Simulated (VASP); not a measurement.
# Zn (P6/mmm) in VASP: notebook, part 2 of 2

VASP 6.6.1. The steps go on from the part before.

## 3. Single point, PBE (volume scaled by 0.76)

Contents of INCAR:

```
SYSTEM = Zn
PREC = Accurate ; ENCUT = 520
EDIFF = 1E-6 ; ISMEAR = -1
SIGMA = 0.1 ; LREAL = .False.
LASPH = .True. ; NELM = 60
ALGO = Normal ; ISIF = 2
LWAVE = .False. ; LCHARG = .False.
GGA = PE ; NBANDS = 25
```

Contents of KPOINTS:

```
regular mesh
0
Gamma
  9 9 12
  0 0 0
```

Contents of POSCAR:

```
Zn
1.0
    4.0785577864      0.0000000000      0.0000000000
   -2.0392788932      3.5321346538      0.0000000000
    0.0000000000      0.0000000000      2.4730981797
Zn
3
Direct
    0.0000000000      0.0000000000      0.0000000000
    0.3333333333      0.6666666667      0.5000000000
    0.6666666667      0.3333333333      0.5000000000
```

Potentials or basis: VASP PAW PBE potentials, release 64 (Zn).

Launch:

```
cat potpaw_PBE.64/Zn/POTCAR > POTCAR
mpirun -np 1 vasp_std > vasp.out
```

OUTCAR:

```text
SYSTEM = Zn
   PREC = Accurate
   ENCUT = 520
   EDIFF = 1E-6
   ISMEAR = -1
   LREAL = .False.
   LASPH = .True.
   NELM = 60
   ISIF = 2
   GGA = PE

 ion  position               nearest neighbor table
   1  0.000  0.000  0.000-   2 2.66   3 2.66   2 2.66   3 2.66   2 2.66   2 2.66   3 2.66   3 2.66
                             3 2.66   3 2.66   2 2.66   2 2.66
   2  0.333  0.667  0.500-   3 2.35   3 2.35   3 2.35   1 2.66   1 2.66   1 2.66   1 2.66   1 2.66
                             1 2.66
   3  0.667  0.333  0.500-   2 2.35   2 2.35   2 2.35   1 2.66   1 2.66   1 2.66   1 2.66   1 2.66
                             1 2.66

  LATTYP: Found a hexagonal cell.
 ALAT       =     4.0785577864
 C/A-ratio  =     0.6063658551

  Lattice vectors:

 A1 = (   4.0785577864,   0.0000000000,   0.0000000000)
 A2 = (  -2.0392788932,   3.5321346538,   0.0000000000)
 A3 = (   0.0000000000,   0.0000000000,   2.4730981797)

Analysis of symmetry for initial positions (statically):
=====================================================================
 Subroutine PRICEL returns:
 Original cell was already a primitive cell.

 Routine SETGRP: Setting up the symmetry group for a
 hexagonal supercell.

 Subroutine GETGRP returns: Found 24 space group operations
 (whereof 24 operations were pure point group operations)
 out of a pool of 24 trial point group operations.

The static configuration has the point symmetry D_6h.

Analysis of symmetry for dynamics (positions and initial velocities):
=====================================================================
 Subroutine PRICEL returns:
 Original cell was already a primitive cell.

 Routine SETGRP: Setting up the symmetry group for a
 hexagonal supercell.

 Subroutine GETGRP returns: Found 24 space group operations
 (whereof 24 operations were pure point group operations)
 out of a pool of 24 trial point group operations.

The dynamic configuration has the point symmetry D_6h.

 Subroutine INISYM returns: Found 24 space group operations
 (whereof 24 operations are pure point group operations),
 and found     1 'primitive' translations

----------------------------------------------------------------------------------------

                                     Primitive cell

  volume of cell :      35.6275

  direct lattice vectors                    reciprocal lattice vectors
     4.078557786  0.000000000  0.000000000     0.245184708  0.141557457  0.000000000
    -2.039278893  3.532134654  0.000000000     0.000000000  0.283114914  0.000000000
     0.000000000  0.000000000  2.473098180     0.000000000  0.000000000  0.404351112

  length of vectors
     4.078557786  4.078557786  2.473098180     0.283114914  0.283114914  0.404351112

  position of ions in fractional coordinates (direct lattice)
     0.000000000  0.000000000  0.000000000
     0.333333333  0.666666667  0.500000000
     0.666666667  0.333333333  0.500000000

  ion indices of the primitive-cell ions
   primitive index   ion index
                 1           1
                 2           2
                 3           3

----------------------------------------------------------------------------------------

 KPOINTS: regular mesh

Automatic generation of k-mesh.
 Grid dimensions read from file:
 generate k-points for:    9    9   12

 Generating k-lattice:

  Cartesian coordinates                     Fractional coordinates (reciprocal lattice)
     0.027242745  0.015728606  0.000000000     0.111111111 -0.000000000  0.000000000
     0.000000000  0.031457213  0.000000000     0.000000000  0.111111111  0.000000000
     0.000000000  0.000000000  0.033695926     0.000000000  0.000000000  0.083333333

  Length of vectors
     0.031457213  0.031457213  0.033695926

  Shift w.r.t. Gamma in fractional coordinates (k-lattice)
     0.000000000  0.000000000  0.000000000

 Subroutine IBZKPT returns following result:
 ===========================================

 Found     84 irreducible k-points:

 Following reciprocal coordinates:
            Coordinates               Weight
  0.000000  0.000000  0.000000      1.000000
  0.111111  0.000000  0.000000      6.000000
  0.222222 -0.000000  0.000000      6.000000
  0.333333  0.000000  0.000000      6.000000
  0.444444 -0.000000  0.000000      6.000000
  0.111111  0.111111  0.000000      6.000000
[... 16 lines left out ...]
  0.333333  0.222222  0.083333     24.000000
  0.333333  0.333333  0.083333      4.000000
 [... further k-points ...]
   k-points           NKPTS =     84   k-points in BZ     NKDIM =     84   number of bands    NBANDS=     25
   number of dos      NEDOS =    301   number of ions     NIONS =      3
   total plane-waves  NPLWV =  16200
   dimension x,y,z NGX =    30 NGY =   30 NGZ =   18
   dimension x,y,z NGXF=    60 NGYF=   60 NGZF=   36
   ions per type =               3
   NGX,Y,Z   is equivalent  to a cutoff of  12.23, 12.23, 12.10 a.u.
   NGXF,Y,Z  is equivalent  to a cutoff of  24.46, 24.46, 24.20 a.u.
 SYSTEM =  Zn
   PREC   = accura    normal or accurate (medium, high low for compatibility)
   ISTART =      0    job   : 0-new  1-cont  2-samecut
   ICHARG =      2    charge: 1-file 2-atom 10-const
   ISPIN  =      1    spin polarized calculation?
   LNONCOLLINEAR =      F non collinear calculations
   LSORBIT =      F    spin-orbit coupling
   LASPH  =      T    aspherical Exc in radial PAW
   ENCUT  =  520.0 eV  38.22 Ry    6.18 a.u.   7.58  7.58  4.60*2*pi/ulx,y,z
   NELM   =     60;   NELMIN=  2; NELMDL= -5     # of ELM steps
   EDIFF  = 0.1E-05   stopping-criterion for ELM
   LREAL  =      F    real-space projection
   EDIFFG = 0.1E-04   stopping-criterion for IOM
   NSW    =      0    number of steps for IOM
   IBRION =     -1    ionic relax: 0-MD 1-quasi-New 2-CG
   NFREE  =      0    steps in history (QN), initial steepest desc. (CG)
   ISIF   =      2    stress and relaxation
   ISYM   =      2    0-nonsym 1-usesym 2-fastsym
   POTIM  = 0.5000    time-step for ionic-motion
   TEBEG  =    0.0;   TEEND  =   0.0 temperature during run
   PSTRESS=    0.0 pullay stress
   NELECT =      36.0000    total number of electrons
   NUPDOWN=      -1.0000    fix difference up-down
   EMIN   =  10.00;   EMAX   =-10.00  energy-range for DOS
   EFERMI =   0.00;   METHOD = LEGACY
   ISMEAR =    -1;   SIGMA  =   0.10  broadening in eV -4-tet -1-fermi 0-gaus
   EFERMI_NEDOS =   21; number of points for ismear=-14 and -15
   IALGO  =     38    algorithm
   IMIX   =      4    mixing-type and parameters
     AMIX     =   0.40;   BMIX     =  1.00
     AMIX_MAG =   1.60;   BMIX_MAG =  1.00
  volume/ion in A,a.u.               =      11.88        80.14
  Fermi-wavevector in a.u.,A,eV,Ry     =   1.642784  3.104413 36.718598  2.698741
  Thomas-Fermi vector in A             =   2.733029
   LORBIT       =      0    0 simple, 1 ext, 2 COOP (PROOUT), +10 PAW based schemes
   GGA     = PE    functional components
   LHFCALC =     F    Hartree Fock is set to
   AEXX    =    0.0000 exact exchange contribution
   IVDW    =     0    specifies the selected vdW correction
   LEPSILON=     F    determine dielectric tensor
   LRPA    =     F    only Hartree local field effects (RPA)
 non-spin polarized calculation
  energy-cutoff  :      520.00
  volume of cell :       35.63
 maximum number of plane-waves:       975
   NGX = 15   NGY = 15   NGZ =  9

 number of electron      36.0000049 magnetization

 Free energy of the ion-electron system (eV)
  ---------------------------------------------------
  ext. energy  EPLUGINS =         0.00000000
  ---------------------------------------------------
  free energy    TOTEN  =        -2.10040273 eV

  energy without entropy =       -2.08063480  energy(sigma->0) =       -2.09051877

 E-fermi :   5.5283     XC(G=0): -12.9175

 val. band max:        5.3695815330   @ k =   0.2222  -0.0000   0.0833
 cond. band min:       5.5322921094   @ k =   0.3333   0.0000   0.5000
 fundamental gap:      0.1627105765
 Fermi energy:         5.5282983106

 k-point     1 :       0.0000    0.0000    0.0000
  band No.  band energies     occupation
      1      -7.4532      2.00000
      2      -4.4174      2.00000
      3      -3.6481      2.00000
      4      -3.5964      2.00000
      5      -3.5964      2.00000
      6      -3.5098      2.00000
[... 17 lines left out ...]
     24      21.5730      0.00000
     25      28.1285      0.00000
[... 621 lines left out ...]
      3      -4.4683      2.00000
      4      -3.8183      2.00000
      5      -3.8183      2.00000
      6      -3.6365      2.00000
[... 17 lines left out ...]
     24      18.7803      0.00000
     25      20.7525      0.00000

 [... further k-points ...]
[... 5 lines left out ...]
  --------------------------------------------------------------------------------------
  -------------------------------------------------------------------------------------
  Total        8.0122018      8.0122018      7.9933752      0.0000000      0.0000000      0.0000000
  in kB      360.3107598    360.3107598    359.4641248      0.0000000      0.0000000      0.0000000
  external PRESSURE =     360.0285481 kB  Pullay stress =       0.0000000 kB

 VOLUME and BASIS-vectors are now :
 -----------------------------------------------------------------------------
  energy-cutoff  :      520.00
  volume of cell :       35.63
      direct lattice vectors                 reciprocal lattice vectors
     4.078557786  0.000000000  0.000000000     0.245184708  0.141557457  0.000000000
    -2.039278893  3.532134654  0.000000000     0.000000000  0.283114914  0.000000000
     0.000000000  0.000000000  2.473098180     0.000000000  0.000000000  0.404351112

 POSITION                                       TOTAL-FORCE (eV/Angst)
 -----------------------------------------------------------------------------------
      0.00000      0.00000      0.00000         0.000000      0.000000      0.000000
     -0.00000      2.35476      1.23655         0.000000     -0.000000      0.000000
      2.03928      1.17738      1.23655        -0.000000      0.000000     -0.000000
 -----------------------------------------------------------------------------------
    total drift:                               -0.000000      0.000000      0.000000

  FREE ENERGIE OF THE ION-ELECTRON SYSTEM (eV)
  ---------------------------------------------------
  free  energy   TOTEN  =        -2.1004027349 eV

  energy  without entropy=       -2.0806347997  energy(sigma->0) =       -2.09051877
```

stdout:

```text
POSCAR found type information on POSCAR Zn
 POSCAR found :  1 types and       3 ions
 scaLAPACK will be used
 LDA part: xc-table for (Slater+PW92), standard interpolation
 POSCAR, INCAR and KPOINTS ok, starting setup
 FFT: planning ... GRIDC
 FFT: planning ... GRID_SOFT
 FFT: planning ... GRID
 WAVECAR not read
 entering main loop
```

Run time: 2.2 min. Hardware: 1 thread of AMD EPYC 7R13, shared host; peak memory 0.15 GiB.

Results:

* Free energy: -2.1004 eV
* Pressure: 36.0 GPa
* Band gap on the k mesh: zero (band 18 reaches 10.07 eV, above the bottom of band 19 at 4.37 eV)

Stress tensor (GPa, compression positive):
```
36.03  0.00  0.00
 0.00 36.03  0.00
 0.00  0.00 35.95
```

Levels at points of the mesh, in eV from the Fermi level:
```csv
k point,band 15,band 16,band 17,band 18,band 19,band 20,band 21,band 22
"(0.00, 0.00, 0.00)",-7.81,-7.81,0.29,0.29,0.32,0.32,1.64,1.79
"(0.00, 0.00, 0.50)",-7.59,-5.43,-4.99,4.54,4.62,4.62,5.88,6.01
```

Caveat: the cell differs from its parent crystal (volume scaled by 0.76).

## 4. Single point, PBE

This run uses another cell than the first one, of 14.38 Å³/atom, 1.211 times its volume.

Contents of INCAR:

```
SYSTEM = Zn
PREC = Accurate
ENCUT = 520
EDIFF = 1E-6
ISMEAR = -1
SIGMA = 0.1
LREAL = .FALSE.
LASPH = .TRUE.
NELM = 100
ALGO = Normal
ISIF = 2
LWAVE = .FALSE.
LCHARG = .FALSE.
GGA = PE
NBANDS = 25
```

Contents of KPOINTS:

```
Automatic mesh
0
G
  9 9 12
  0 0 0
```

Contents of POSCAR:

```
Zn
1.0
    4.3383723641      0.0000000000      0.0000000000
   -2.1691861821      3.7571406783      0.0000000000
    0.0000000000      0.0000000000      2.6459107017
Zn
3
Direct
    0.0000000000      0.0000000000      0.0000000000
    0.3333333333      0.6666666667      0.5000000000
    0.6666666667      0.3333333333      0.5000000000
```

Launch:

```
cat potpaw_PBE.64/Zn/POTCAR > POTCAR
mpirun -np 1 vasp_std > vasp.out
```

Wall time 2.4 min (1 thread of AMD EPYC 7R13, shared host); peak memory 0.17 GiB.

Results (log left out):

```yaml
Free_energy: -2.9827 eV
Pressure: 6.7 GPa
Band_gap_on_the_k_mesh: zero (band 18 reaches 8.02 eV, above the bottom of band 19 at 2.70 eV)
```

Levels at points of the mesh, in eV from the Fermi level:
| k point | band 15 | band 16 | band 17 | band 18 | band 19 | band 20 | band 21 | band 22 |
| --- | --- | --- | --- | --- | --- | --- | --- | --- |
| (0.00, 0.00, 0.00) | -7.25 | -7.25 | 0.60 | 0.60 | 0.64 | 0.64 | 1.08 | 1.26 |
| (0.00, 0.00, 0.50) | -7.10 | -4.63 | -4.56 | 4.31 | 4.31 | 4.36 | 5.10 | 5.68 |
